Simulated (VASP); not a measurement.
# TePb (P6_3/mmc) in VASP: G0W0 quasiparticle levels with PBE

Aim: the G0W0 quasiparticle levels of TePb with PBE.

Everything below comes from runs of VASP 6.6.1. Logs are shortened: lines on timing, memory, paths and dates and some standing lists are left out, and cuts for length are marked.

## Step 1: The cell of the first run

The structure is hexagonal, space group P6_3/mmc (No. 194). The conventional cell has a = 5.498 Å, b = 5.498 Å, c = 6.575 Å, α = 90.00°, β = 90.00°, γ = 120.00°. Pb (site symmetry -6m2) has 5 Te at 3.17 to 3.29 Å within 4.2 Å. Te (site symmetry -6m2) has 5 Pb at 3.17 to 3.29 Å within 4.2 Å.

## Step 2: G0W0 quasiparticle levels, PBE

Input file POSCAR:

```
TePb
1.0
    5.4983762625      0.0000000000      0.0000000000
   -2.7491881313      4.7617335229      0.0000000000
    0.0000000000      0.0000000000      6.5752494756
Pb Te
2 2
Direct
    0.3333333333      0.6666666667      0.2500000000
    0.6666666667      0.3333333333      0.7500000000
    0.6666666667      0.3333333333      0.2500000000
    0.3333333333      0.6666666667      0.7500000000
```

Input file INCAR.step1:

```
PREC = Accurate
ENCUT = 500
EDIFF = 1E-8
ISMEAR = 0
SIGMA = 0.01
LREAL = F
LASPH = T
NELM = 60
ALGO = Normal
LWAVE = T
LCHARG = F
GGA = PE
```

Input file INCAR.step2:

```
PREC = Accurate
ENCUT = 500
EDIFF = 1E-8
ISMEAR = 0
SIGMA = 0.01
LREAL = F
LASPH = T
NELM = 1
ALGO = Exact
LWAVE = T
LCHARG = F
GGA = PE
NBANDS = 301
LOPTICS = T
ISTART = 1
```

Input file INCAR.step3:

```
PREC = Accurate
ENCUT = 500
EDIFF = 1E-8
ISMEAR = 0
SIGMA = 0.01
LREAL = F
LASPH = T
ALGO = EVGW0
LWAVE = F
LCHARG = F
GGA = PE
NELMGW = 1
NBANDS = 301
ENCUTGW = 80.0
NOMEGA = 96
PRECFOCK = Fast
ISTART = 1
NBANDSGW = 30
OMEGAMAX = 20
```

Input file KPOINTS:

```
Automatic mesh
0
Gamma
  6 6 2
```

Potentials or basis: VASP PAW PBE potentials, release 64 (Pb_d_GW, Te_GW).

Run with:

```console
> cat potpaw_PBE.64/Pb_d_GW/POTCAR potpaw_PBE.64/Te_GW/POTCAR > POTCAR
> cp INCAR.step1 INCAR
> mpirun -np 1 vasp_std > vasp.out
> cp INCAR.step2 INCAR
> mpirun -np 1 vasp_std > vasp.out
> cp INCAR.step3 INCAR
> mpirun -np 1 vasp_std > vasp.out
```

OUTCAR:

```text
PREC = Accurate
   ENCUT = 500
   EDIFF = 1E-8
   ISMEAR = 0
   LREAL = F
   LASPH = T
   GGA = PE
   NELMGW = 1
   ENCUTGW = 80.0
   PRECFOCK = Fast
   ISTART = 1

 ion  position               nearest neighbor table
   1  0.333  0.667  0.250-   3 3.17   3 3.17   3 3.17   4 3.29   4 3.29
   2  0.667  0.333  0.750-   4 3.17   4 3.17   4 3.17   3 3.29   3 3.29
   3  0.667  0.333  0.250-   1 3.17   1 3.17   1 3.17   2 3.29   2 3.29
   4  0.333  0.667  0.750-   2 3.17   2 3.17   2 3.17   1 3.29   1 3.29

  LATTYP: Found a hexagonal cell.
 ALAT       =     5.4983762625
 C/A-ratio  =     1.1958529503

  Lattice vectors:

 A1 = (   5.4983762625,   0.0000000000,   0.0000000000)
 A2 = (  -2.7491881313,   4.7617335229,   0.0000000000)
 A3 = (   0.0000000000,   0.0000000000,   6.5752494756)

Analysis of symmetry for initial positions (statically):
=====================================================================
 Subroutine PRICEL returns:
 Original cell was already a primitive cell.

 Routine SETGRP: Setting up the symmetry group for a
 hexagonal supercell.

 Subroutine GETGRP returns: Found 24 space group operations
 (whereof 12 operations were pure point group operations)
 out of a pool of 24 trial point group operations.

The static configuration has the point symmetry D_3d.
 The point group associated with its full space group is D_6h.

Analysis of symmetry for dynamics (positions and initial velocities):
=====================================================================
 Subroutine PRICEL returns:
 Original cell was already a primitive cell.

 Routine SETGRP: Setting up the symmetry group for a
 hexagonal supercell.

 Subroutine GETGRP returns: Found 24 space group operations
 (whereof 12 operations were pure point group operations)
 out of a pool of 24 trial point group operations.

The dynamic configuration has the point symmetry D_3d.
 The point group associated with its full space group is D_6h.

 Subroutine INISYM returns: Found 24 space group operations
 (whereof 12 operations are pure point group operations),
 and found     1 'primitive' translations

----------------------------------------------------------------------------------------

                                     Primitive cell

  volume of cell :     172.1519

  direct lattice vectors                    reciprocal lattice vectors
     5.498376262  0.000000000  0.000000000     0.181871875  0.105003776  0.000000000
    -2.749188131  4.761733523  0.000000000     0.000000000  0.210007552  0.000000000
     0.000000000  0.000000000  6.575249476     0.000000000  0.000000000  0.152085484

  length of vectors
     5.498376262  5.498376263  6.575249476     0.210007552  0.210007552  0.152085484

  position of ions in fractional coordinates (direct lattice)
     0.333333333  0.666666667  0.250000000
     0.666666667  0.333333333  0.750000000
     0.666666667  0.333333333  0.250000000
     0.333333333  0.666666667  0.750000000

  ion indices of the primitive-cell ions
   primitive index   ion index
                 1           1
                 2           2
                 3           3
                 4           4

----------------------------------------------------------------------------------------

 KPOINTS: Automatic mesh

Automatic generation of k-mesh.
 Grid dimensions read from file:
 generate k-points for:    6    6    2

 Generating k-lattice:

  Cartesian coordinates                     Fractional coordinates (reciprocal lattice)
     0.030311979  0.017500629  0.000000000     0.166666667  0.000000000  0.000000000
     0.000000000  0.035001259  0.000000000     0.000000000  0.166666667  0.000000000
     0.000000000  0.000000000  0.076042742     0.000000000  0.000000000  0.500000000

  Length of vectors
     0.035001259  0.035001259  0.076042742

  Shift w.r.t. Gamma in fractional coordinates (k-lattice)
     0.000000000  0.000000000  0.000000000

 Subroutine IBZKPT returns following result:
 ===========================================

 Found     14 irreducible k-points:

 Following reciprocal coordinates:
            Coordinates               Weight
  0.000000  0.000000  0.000000      1.000000
  0.166667 -0.000000  0.000000      6.000000
  0.333333  0.000000  0.000000      6.000000
  0.500000  0.000000  0.000000      3.000000
  0.166667  0.166667  0.000000      6.000000
  0.333333  0.166667  0.000000     12.000000
  0.333333  0.333333  0.000000      2.000000
  0.000000  0.000000  0.500000      1.000000
  0.166667 -0.000000  0.500000      6.000000
  0.333333  0.000000  0.500000      6.000000
  0.500000  0.000000  0.500000      3.000000
  0.166667  0.166667  0.500000      6.000000
  0.333333  0.166667  0.500000     12.000000
  0.333333  0.333333  0.500000      2.000000
   k-points           NKPTS =     14   k-points in BZ     NKDIM =     72   number of bands    NBANDS=    301
   number of dos      NEDOS =    301   number of ions     NIONS =      4
   total plane-waves  NPLWV =  76800
   dimension x,y,z NGX =    40 NGY =   40 NGZ =   48
   dimension x,y,z NGXF=    80 NGYF=   80 NGZF=   96
   ions per type =               2   2
   NGX,Y,Z   is equivalent  to a cutoff of  12.09, 12.09, 12.14 a.u.
   NGXF,Y,Z  is equivalent  to a cutoff of  24.19, 24.19, 24.27 a.u.
 SYSTEM =  unknown system
   PREC   = accura    normal or accurate (medium, high low for compatibility)
   ISTART =      1    job   : 0-new  1-cont  2-samecut
   ICHARG =      0    charge: 1-file 2-atom 10-const
   ISPIN  =      1    spin polarized calculation?
   LNONCOLLINEAR =      F non collinear calculations
   LSORBIT =      F    spin-orbit coupling
   LASPH  =      T    aspherical Exc in radial PAW
   ENCUT  =  500.0 eV  36.75 Ry    6.06 a.u.  10.02 10.02 11.99*2*pi/ulx,y,z
   NELM   =     60;   NELMIN=  2; NELMDL=  0     # of ELM steps
   EDIFF  = 0.1E-07   stopping-criterion for ELM
   LREAL  =      F    real-space projection
   EDIFFG = 0.1E-06   stopping-criterion for IOM
   NSW    =      0    number of steps for IOM
   IBRION =     -1    ionic relax: 0-MD 1-quasi-New 2-CG
   NFREE  =      0    steps in history (QN), initial steepest desc. (CG)
   ISIF   =      0    stress and relaxation
   ISYM   =      3    0-nonsym 1-usesym 2-fastsym
   POTIM  = 0.5000    time-step for ionic-motion
   TEBEG  =    0.0;   TEEND  =   0.0 temperature during run
   PSTRESS=    0.0 pullay stress
   NELECT =      44.0000    total number of electrons
   NUPDOWN=      -1.0000    fix difference up-down
   EMIN   =  10.00;   EMAX   =-10.00  energy-range for DOS
   EFERMI =   0.00;   METHOD = LEGACY
   ISMEAR =     0;   SIGMA  =   0.01  broadening in eV -4-tet -1-fermi 0-gaus
   EFERMI_NEDOS =   21; number of points for ismear=-14 and -15
   IALGO  =     38    algorithm
   IMIX   =      4    mixing-type and parameters
     AMIX     =   0.40;   BMIX     =  1.00
     AMIX_MAG =   1.60;   BMIX_MAG =  1.00
  volume/ion in A,a.u.               =      43.04       290.43
  Fermi-wavevector in a.u.,A,eV,Ry     =   1.038935  1.963303 14.685943  1.079386
  Thomas-Fermi vector in A             =   2.173442
   LORBIT       =      0    0 simple, 1 ext, 2 COOP (PROOUT), +10 PAW based schemes
   GGA     = PE    functional components
   LHFCALC =     T    Hartree Fock is set to
   PRECFOCK=fast      Normal, Fast or Accurate (Low or Medium for compatibility)
   ENCUT4O =  -1.0   cutoff for four orbital integrals eV
   NKREDX  =     1    reduce k-point grid by
   NKREDY  =     1    reduce k-point grid by
   NKREDZ  =     1    reduce k-point grid by
   AEXX    =    1.0000 exact exchange contribution
   HFSCREEN=    0.0000 screening length (either q_TF or 0.3 A-1)
   HFSCREENC=   0.0000 screening length for correlation (either q_TF or 0.3 A-1)
   ENCUTFOCK=  -1.0 apply spherical cutoff to Coloumb kernel
   IVDW    =     0    specifies the selected vdW correction
   LEPSILON=     F    determine dielectric tensor
   LRPA    =     F    only Hartree local field effects (RPA)
   LRPAFORCE           =     F    calculate RPA forces
   ENCUTGW             =  80.0    cutoff for response function in eV
   ENCUTGWSOFT         =  64.0    soft cutoff for Coulomb kernel in GW response function in eV
   ENCUTLF             =  -1.0    cutoff for local field effects
   NELMGW              =     1    number of iterations in solving QP/BSE equation
   NELMHF              =     1    number of iterations in the inner HF iteration
   NKREDLFX            =     1    NKREDLFY  =   1   NKREDLFZ  =   1
 non-spin polarized calculation
 Gauss-broadening in eV      SIGMA  =   0.01
  energy-cutoff  :      500.00
  volume of cell :      172.15
 maximum number of plane-waves:      4394
  NGX = 24; NGY = 24; NGZ = 28
   NGX = 21   NGY = 21   NGZ = 23
 maximum number of plane-waves:       284
 NGX is ok and might be reduce to    18

 QP shifts <psi_nk| G(iteration)W_0 |psi_nk>: iteration 1
 for sc-GW calculations column KS-energies equals QP-energies in previous step
 and V_xc(KS)=  KS-energies - (<T + V_ion + V_H > + <T+V_H+V_ion>^1  + <V_x>^1)

 k-point   1 :       0.0000    0.0000    0.0000
  band No.  KS-energies  QP-energies   sigma(KS)   V_xc(KS)     V^pw_x(r,r')   Z            occupation Imag(sigma)

      1    -137.2249    -159.4354     -28.2663       5.4475     -36.1571       0.6588       2.0000       0.1549
      2    -137.2249    -159.4354     -28.2663       5.4475     -36.1571       0.6588       2.0000       0.1549
      3     -14.5700     -20.8616     -19.6332      -9.8794     -25.2483       0.6450       2.0000       0.2797
      4     -14.5265     -21.0951     -19.7711      -9.8745     -25.3112       0.6637       2.0000       0.2265
      5     -14.5181     -20.9801     -19.7639      -9.8482     -25.2394       0.6517       2.0000       0.2111
      6     -14.5181     -20.9801     -19.7639      -9.8482     -25.2394       0.6517       2.0000       0.2111
[... 22 lines left out ...]
     29       7.7967       7.5187      -7.9703      -7.5989      -3.6836       0.7486       0.0000      -0.1341
     30       7.7967       7.5187      -7.9703      -7.5989      -3.6836       0.7486       0.0000      -0.1341

 k-point   2 :       0.1667   -0.0000    0.0000
  band No.  KS-energies  QP-energies   sigma(KS)   V_xc(KS)     V^pw_x(r,r')   Z            occupation Imag(sigma)

      1    -137.2250    -159.3272     -28.2662       5.4471     -36.1571       0.6556       2.0000       0.1549
      2    -137.2250    -159.3272     -28.2662       5.4471     -36.1571       0.6556       2.0000       0.1549
      3     -14.5678     -20.8896     -19.6386      -9.8791     -25.2492       0.6478       2.0000       0.2774
      4     -14.5286     -21.0918     -19.7655      -9.8739     -25.3059       0.6635       2.0000       0.2324
      5     -14.5182     -20.9677     -19.7634      -9.8480     -25.2393       0.6504       2.0000       0.2115
      6     -14.5182     -20.9677     -19.7634      -9.8480     -25.2393       0.6504       2.0000       0.2115
[... 22 lines left out ...]
     29       7.5257       7.2231      -7.7883      -7.3855      -3.5866       0.7512       0.0000      -0.1247
     30       7.7224       7.4235      -7.8509      -7.4483      -3.5739       0.7427       0.0000      -0.1741

 k-point   3 :       0.3333    0.0000    0.0000
  band No.  KS-energies  QP-energies   sigma(KS)   V_xc(KS)     V^pw_x(r,r')   Z            occupation Imag(sigma)
[... 369 lines left out ...]
     29       8.0314       7.6485      -7.4633      -6.9592      -3.3777       0.7595       0.0000      -0.1957
     30       8.0314       7.6485      -7.4633      -6.9592      -3.3777       0.7595       0.0000      -0.1957

 k-point  14 :       0.3333    0.3333    0.5000
  band No.  KS-energies  QP-energies   sigma(KS)   V_xc(KS)     V^pw_x(r,r')   Z            occupation Imag(sigma)

      1    -137.2251    -158.9553     -28.2662       5.4467     -36.1571       0.6446       2.0000       0.1550
      2    -137.2251    -158.9553     -28.2662       5.4467     -36.1571       0.6446       2.0000       0.1550
      3     -14.5382     -21.1332     -19.7664      -9.8728     -25.3045       0.6666       2.0000       0.2545
      4     -14.5382     -21.1332     -19.7664      -9.8728     -25.3045       0.6666       2.0000       0.2545
      5     -14.5132     -20.9261     -19.7264      -9.8723     -25.2546       0.6508       2.0000       0.2420
      6     -14.5132     -20.9261     -19.7264      -9.8723     -25.2546       0.6508       2.0000       0.2420
[... 22 lines left out ...]
     29       7.7785       7.4931      -8.7267      -8.3445      -4.4864       0.7465       0.0000      -0.2497
     30       7.7785       7.4931      -8.7267      -8.3445      -4.4864       0.7465       0.0000      -0.2497
```

Run time: 77 min. Hardware: 1 thread of AMD EPYC 9R45 (Zen 5), shared host; peak memory 5.8 GiB.

What came out:

| Property | Result |
| --- | --- |
| Quasiparticle gap | 1.28 eV |
| Least direct quasiparticle gap | 1.28 eV |
| Band gap of the starting levels on the mesh | 1.09 eV |
| Least direct gap of the starting levels on the mesh | 1.09 eV |

Caveat: the k points lie up to 0.48 Å⁻¹ apart; bands, screening cutoff and mesh are small and nothing is extrapolated, so the quasiparticle values aren't converged; spin-orbit coupling is left out, which moves the levels of the heavy elements.
